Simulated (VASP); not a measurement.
# Lu2Ir2O7 (Fd-3m) in VASP: single point with PBE

Aim: the single point of Lu2Ir2O7 with PBE.

Everything below comes from runs of VASP 6.6.1. Logs are shortened: lines on timing, memory, paths and dates and some standing lists are left out, and cuts for length are marked.

## (1) The cell of the first run

It takes space group Fd-3m (No. 227, cubic). The conventional cell has a = 10.147 Å, b = 10.147 Å, c = 10.147 Å, α = 90.00°, β = 90.00°, γ = 90.00°. Lu (site symmetry -3m) has 8 O at 2.20 to 2.43 Å within 2.9 Å. Within 2.7 Å of Ir (site symmetry -3m) lie 6 O at 2.01 Å. Within 2.7 Å of O (site symmetry 2mm) lie 2 Ir at 2.01 Å and 2 Lu at 2.43 Å and 4 O at 2.59 Å. Within 3.0 Å of O (site symmetry -43m) lie 4 Lu at 2.20 Å and 6 O at 2.90 Å.

## (2) Single point, PBE

The input, INCAR:

```
SYSTEM = Lu2Ir2O7
PREC     = Accurate       ! precision mode
ENCUT    = 520            ! plane-wave cutoff, eV
EDIFF    = 1E-6           ! SCF threshold, eV
ISMEAR   = 0              ! smearing method
SIGMA    = 0.05           ! smearing width, eV
LREAL    = Auto         
LASPH    = .True.         ! aspherical terms in the spheres
NELM     = 80             ! most SCF steps
ALGO     = Normal         ! electronic algorithm
ISIF     = 2              ! what is computed and relaxed
LWAVE    = .False.        ! write WAVECAR
LCHARG   = .False.        ! write CHGCAR
GGA      = PE             ! functional
NBANDS   = 127            ! bands
```

The input, KPOINTS:

```
Automatic mesh
0
Gamma
  4 4 4
  0 0 0
```

The input, POSCAR:

```
Lu2Ir2O7
1.0
    0.0000000000      5.0734895547      5.0734895547
    5.0734895547      0.0000000000      5.0734895547
    5.0734895547      5.0734895547      0.0000000000
Lu Ir O
4 4 14
Direct
    0.1250000000      0.6250000000      0.6250000000
    0.6250000000      0.1250000000      0.6250000000
    0.6250000000      0.6250000000      0.1250000000
    0.6250000000      0.6250000000      0.6250000000
    0.6250000000      0.1250000000      0.1250000000
    0.1250000000      0.6250000000      0.1250000000
    0.1250000000      0.1250000000      0.6250000000
    0.1250000000      0.1250000000      0.1250000000
    0.2140984444      0.2140984444      0.7859015556
    0.7859015556      0.7859015556      0.2140984444
    0.2140984444      0.7859015556      0.2140984444
    0.7859015556      0.2140984444      0.7859015556
    0.7859015556      0.2140984444      0.2140984444
    0.2140984444      0.7859015556      0.7859015556
    0.0359015556      0.0359015556      0.4640984444
    0.4640984444      0.4640984444      0.0359015556
    0.0359015556      0.4640984444      0.0359015556
    0.4640984444      0.0359015556      0.4640984444
    0.4640984444      0.0359015556      0.0359015556
    0.0359015556      0.4640984444      0.4640984444
    0.7500000000      0.7500000000      0.7500000000
    0.5000000000      0.5000000000      0.5000000000
```

Potentials or basis: VASP PAW PBE potentials, release 64 (Lu, Ir, O).

The run is started by

```sh
cat potpaw_PBE.64/Lu/POTCAR potpaw_PBE.64/Ir/POTCAR potpaw_PBE.64/O/POTCAR > POTCAR
mpirun -np 1 vasp_std > vasp.out
```

OUTCAR:

```text
SYSTEM = Lu2Ir2O7
   PREC = Accurate
   ENCUT = 520
   EDIFF = 1E-6
   ISMEAR = 0
   LREAL = Auto
   LASPH = .True.
   NELM = 80
   ISIF = 2
   GGA = PE

 ion  position               nearest neighbor table
   1  0.125  0.625  0.625-  21 2.20  22 2.20  14 2.43  15 2.43  17 2.43  20 2.43   9 2.43  11 2.43
                             7 3.59   4 3.59   6 3.59   3 3.59   6 3.59   8 3.59   2 3.59   7 3.59
   2  0.625  0.125  0.625-  21 2.20  22 2.20  13 2.43  15 2.43  18 2.43  19 2.43   9 2.43  12 2.43
                             7 3.59   4 3.59   5 3.59   3 3.59   5 3.59   8 3.59   1 3.59   3 3.59
   3  0.625  0.625  0.125-  21 2.20  22 2.20  13 2.43  16 2.43  17 2.43  19 2.43  10 2.43  11 2.43
                             6 3.59   4 3.59   5 3.59   1 3.59   2 3.59   4 3.59   2 3.59   5 3.59
   4  0.625  0.625  0.625-  21 2.20  22 2.20  14 2.43  16 2.43  18 2.43  20 2.43  10 2.43  12 2.43
                             3 3.59   1 3.59   2 3.59   3 3.59   5 3.59   6 3.59   2 3.59   5 3.59
   5  0.625  0.125  0.125-  13 2.01  19 2.01  10 2.01  16 2.01  18 2.01  12 2.01   2 3.59   3 3.59
                             2 3.59   4 3.59   3 3.59   4 3.59
   6  0.125  0.625  0.125-  11 2.01  17 2.01  14 2.01  16 2.01  10 2.01  20 2.01   1 3.59   3 3.59
                             1 3.59   4 3.59   3 3.59   4 3.59
   7  0.125  0.125  0.625-   9 2.01  15 2.01  14 2.01  12 2.01  18 2.01  20 2.01   1 3.59   2 3.59
                             1 3.59   4 3.59   2 3.59   4 3.59
   8  0.125  0.125  0.125-   9 2.01  11 2.01  13 2.01  15 2.01  17 2.01  19 2.01   1 3.59   2 3.59
                             1 3.59   3 3.59   2 3.59   3 3.59
   9  0.214  0.214  0.786-   7 2.01   8 2.01   1 2.43   2 2.43
  10  0.786  0.786  0.214-   5 2.01   6 2.01   3 2.43   4 2.43
  11  0.214  0.786  0.214-   6 2.01   8 2.01   1 2.43   3 2.43
  12  0.786  0.214  0.786-   5 2.01   7 2.01   2 2.43   4 2.43
  13  0.786  0.214  0.214-   5 2.01   8 2.01   2 2.43   3 2.43
  14  0.214  0.786  0.786-   6 2.01   7 2.01   1 2.43   4 2.43
  15  0.036  0.036  0.464-   7 2.01   8 2.01   1 2.43   2 2.43
  16  0.464  0.464  0.036-   5 2.01   6 2.01   3 2.43   4 2.43
  17  0.036  0.464  0.036-   6 2.01   8 2.01   1 2.43   3 2.43
  18  0.464  0.036  0.464-   5 2.01   7 2.01   2 2.43   4 2.43
  19  0.464  0.036  0.036-   5 2.01   8 2.01   2 2.43   3 2.43
  20  0.036  0.464  0.464-   6 2.01   7 2.01   1 2.43   4 2.43
  21  0.750  0.750  0.750-   1 2.20   2 2.20   3 2.20   4 2.20
  22  0.500  0.500  0.500-   1 2.20   2 2.20   3 2.20   4 2.20

  LATTYP: Found a face centered cubic cell.
 ALAT       =    10.1469791094

  Lattice vectors:

 A1 = (   0.0000000000,   5.0734895547,   5.0734895547)
 A2 = (   5.0734895547,   0.0000000000,   5.0734895547)
 A3 = (   5.0734895547,   5.0734895547,   0.0000000000)

Analysis of symmetry for initial positions (statically):
=====================================================================
 Subroutine PRICEL returns:
 Original cell was already a primitive cell.

 Routine SETGRP: Setting up the symmetry group for a
 face centered cubic supercell.

 Subroutine GETGRP returns: Found 48 space group operations
 (whereof 24 operations were pure point group operations)
 out of a pool of 48 trial point group operations.

The static configuration has the point symmetry T_d .
 The point group associated with its full space group is O_h .

Analysis of symmetry for dynamics (positions and initial velocities):
=====================================================================
 Subroutine PRICEL returns:
 Original cell was already a primitive cell.

 Routine SETGRP: Setting up the symmetry group for a
 face centered cubic supercell.

 Subroutine GETGRP returns: Found 48 space group operations
 (whereof 24 operations were pure point group operations)
 out of a pool of 48 trial point group operations.

The dynamic configuration has the point symmetry T_d .
 The point group associated with its full space group is O_h .

 Subroutine INISYM returns: Found 48 space group operations
 (whereof 24 operations are pure point group operations),
 and found     1 'primitive' translations

----------------------------------------------------------------------------------------

                                     Primitive cell

  volume of cell :     261.1862

  direct lattice vectors                    reciprocal lattice vectors
     0.000000000  5.073489555  5.073489555    -0.098551499  0.098551499  0.098551499
[... 60 lines left out ...]
 Grid dimensions read from file:
 generate k-points for:    4    4    4

 Generating k-lattice:

  Cartesian coordinates                     Fractional coordinates (reciprocal lattice)
    -0.024637875  0.024637875  0.024637875     0.250000000  0.000000000  0.000000000
     0.024637875 -0.024637875  0.024637875     0.000000000  0.250000000  0.000000000
     0.024637875  0.024637875 -0.024637875     0.000000000  0.000000000  0.250000000

  Length of vectors
     0.042674051  0.042674051  0.042674051

  Shift w.r.t. Gamma in fractional coordinates (k-lattice)
     0.000000000  0.000000000  0.000000000

 Subroutine IBZKPT returns following result:
 ===========================================

 Found      8 irreducible k-points:

 Following reciprocal coordinates:
            Coordinates               Weight
  0.000000  0.000000  0.000000      1.000000
  0.250000  0.000000  0.000000      8.000000
  0.500000  0.000000  0.000000      4.000000
  0.250000  0.250000  0.000000      6.000000
  0.500000  0.250000  0.000000     24.000000
 -0.250000  0.250000  0.000000     12.000000
  0.500000  0.500000  0.000000      3.000000
 -0.250000  0.500000  0.250000      6.000000
   k-points           NKPTS =      8   k-points in BZ     NKDIM =      8   number of bands    NBANDS=    127
   number of dos      NEDOS =    301   number of ions     NIONS =     22
   total plane-waves  NPLWV = 157464
   dimension x,y,z NGX =    54 NGY =   54 NGZ =   54
   dimension x,y,z NGXF=   108 NGYF=  108 NGZF=  108
   ions per type =               4   4  14
   NGX,Y,Z   is equivalent  to a cutoff of  12.51, 12.51, 12.51 a.u.
   NGXF,Y,Z  is equivalent  to a cutoff of  25.02, 25.02, 25.02 a.u.
 SYSTEM =  Lu2Ir2O7
   PREC   = accura    normal or accurate (medium, high low for compatibility)
   ISTART =      0    job   : 0-new  1-cont  2-samecut
   ICHARG =      2    charge: 1-file 2-atom 10-const
   ISPIN  =      1    spin polarized calculation?
   LNONCOLLINEAR =      F non collinear calculations
   LSORBIT =      F    spin-orbit coupling
   LASPH  =      T    aspherical Exc in radial PAW
   ENCUT  =  520.0 eV  38.22 Ry    6.18 a.u.  13.34 13.34 13.34*2*pi/ulx,y,z
   NELM   =     80;   NELMIN=  2; NELMDL= -5     # of ELM steps
   EDIFF  = 0.1E-05   stopping-criterion for ELM
   LREAL  =      T    real-space projection
   EDIFFG = 0.1E-04   stopping-criterion for IOM
   NSW    =      0    number of steps for IOM
   IBRION =     -1    ionic relax: 0-MD 1-quasi-New 2-CG
   NFREE  =      0    steps in history (QN), initial steepest desc. (CG)
   ISIF   =      2    stress and relaxation
   ISYM   =      2    0-nonsym 1-usesym 2-fastsym
   POTIM  = 0.5000    time-step for ionic-motion
   TEBEG  =    0.0;   TEEND  =   0.0 temperature during run
   PSTRESS=    0.0 pullay stress
   NELECT =     220.0000    total number of electrons
   NUPDOWN=      -1.0000    fix difference up-down
   EMIN   =  10.00;   EMAX   =-10.00  energy-range for DOS
   EFERMI =   0.00;   METHOD = LEGACY
   ISMEAR =     0;   SIGMA  =   0.05  broadening in eV -4-tet -1-fermi 0-gaus
   EFERMI_NEDOS =   21; number of points for ismear=-14 and -15
   IALGO  =     38    algorithm
   IMIX   =      4    mixing-type and parameters
     AMIX     =   0.40;   BMIX     =  1.00
     AMIX_MAG =   1.60;   BMIX_MAG =  1.00
  volume/ion in A,a.u.               =      11.87        80.12
  Fermi-wavevector in a.u.,A,eV,Ry     =   1.546081  2.921670 32.522917  2.390367
  Thomas-Fermi vector in A             =   2.651368
   LORBIT       =      0    0 simple, 1 ext, 2 COOP (PROOUT), +10 PAW based schemes
   GGA     = PE    functional components
   LHFCALC =     F    Hartree Fock is set to
   AEXX    =    0.0000 exact exchange contribution
   IVDW    =     0    specifies the selected vdW correction
   LEPSILON=     F    determine dielectric tensor
   LRPA    =     F    only Hartree local field effects (RPA)
 non-spin polarized calculation
 Gauss-broadening in eV      SIGMA  =   0.05
  energy-cutoff  :      520.00
  volume of cell :      261.19
 maximum number of plane-waves:      7060
 NGX is ok and might be reduce to    54
   NGX = 27   NGY = 27   NGZ = 27

 number of electron     220.0000031 magnetization

 Free energy of the ion-electron system (eV)
  ---------------------------------------------------
  ext. energy  EPLUGINS =         0.00000000
  ---------------------------------------------------
  free energy    TOTEN  =      -167.41539905 eV

  energy without entropy =     -167.40077315  energy(sigma->0) =     -167.40808610

 E-fermi :   4.5289     XC(G=0): -11.8078

 val. band max:        4.5124345965   @ k =   0.2500   0.0000   0.0000
 cond. band min:       4.5662651740   @ k =   0.2500   0.0000   0.0000
 fundamental gap:      0.0538305775
 Fermi energy:         4.5288677535

 k-point     1 :       0.0000    0.0000    0.0000
  band No.  band energies     occupation
      1     -50.7638      2.00000
      2     -50.7489      2.00000
      3     -50.7489      2.00000
      4     -50.7489      2.00000
      5     -22.1468      2.00000
      6     -21.6658      2.00000
[... 989 lines left out ...]
    121       8.7537      0.00000
    122       8.7537      0.00000
 [bands above 122 left out]

------------------------ aborting loop because EDIFF is reached ----------------------------------------

  FORCE on cell =-STRESS in cart. coord.  units (eV):
  Direction    XX          YY          ZZ          XY          YZ          ZX
  --------------------------------------------------------------------------------------
  -------------------------------------------------------------------------------------
  Total        2.5372694      2.5372694      2.5372694      0.0000000     -0.0000000      0.0000000
  in kB       15.5642019     15.5642019     15.5642019      0.0000000     -0.0000000      0.0000000
  external PRESSURE =      15.5642019 kB  Pullay stress =       0.0000000 kB

 VOLUME and BASIS-vectors are now :
 -----------------------------------------------------------------------------
  energy-cutoff  :      520.00
  volume of cell :      261.19
      direct lattice vectors                 reciprocal lattice vectors
     0.000000000  5.073489555  5.073489555    -0.098551499  0.098551499  0.098551499
     5.073489555  0.000000000  5.073489555     0.098551499 -0.098551499  0.098551499
     5.073489555  5.073489555  0.000000000     0.098551499  0.098551499 -0.098551499

 POSITION                                       TOTAL-FORCE (eV/Angst)
 -----------------------------------------------------------------------------------
      6.34186      3.80512      3.80512         0.000000      0.000000      0.000000
      3.80512      6.34186      3.80512         0.000000      0.000000      0.000000
      3.80512      3.80512      6.34186         0.000000      0.000000      0.000000
      6.34186      6.34186      6.34186         0.000000      0.000000      0.000000
      1.26837      3.80512      3.80512         0.000000      0.000000      0.000000
      3.80512      1.26837      3.80512         0.000000      0.000000      0.000000
[... 14 lines left out ...]
      7.61023      7.61023      7.61023         0.000000      0.000000      0.000000
      5.07349      5.07349      5.07349         0.000000      0.000000      0.000000
 -----------------------------------------------------------------------------------
    total drift:                                0.000000     -0.000000      0.000000

  FREE ENERGIE OF THE ION-ELECTRON SYSTEM (eV)
  ---------------------------------------------------
  free  energy   TOTEN  =      -167.4153990470 eV

  energy  without entropy=     -167.4007731514  energy(sigma->0) =     -167.40808610
```

It took 23 min on 1 thread of Intel Xeon Platinum 8175M at 2.50GHz (Skylake/Cascade Lake), shared host; peak memory 0.51 GiB.

Results:

| Property | Result |
| --- | --- |
| Free energy | -167.4154 eV |
| Pressure | 1.6 GPa |
| Largest force | 0.054 eV/Å |
| Band gap on the k mesh | zero (bands 110 and 111 overlap by 0.15 eV) |

Forces on the atoms (eV/Å):
```
Lu   0.000  0.000  0.000
Lu   0.000  0.000  0.000
Lu   0.000  0.000  0.000
Lu   0.000  0.000  0.000
Ir   0.000  0.000  0.000
Ir   0.000  0.000  0.000
Ir   0.000  0.000  0.000
Ir   0.000  0.000  0.000
O    0.000  0.000  0.054
O    0.000  0.000 -0.054
O    0.000  0.054  0.000
O    0.000 -0.054  0.000
O    0.054  0.000  0.000
O   -0.054  0.000  0.000
O    0.000  0.000 -0.054
O    0.000  0.000  0.054
O    0.000 -0.054  0.000
O    0.000  0.054  0.000
O   -0.054  0.000  0.000
O    0.054  0.000  0.000
O    0.000  0.000  0.000
O    0.000  0.000  0.000
```

Caveat: spin-orbit coupling is left out, which moves the levels of the heavy elements.
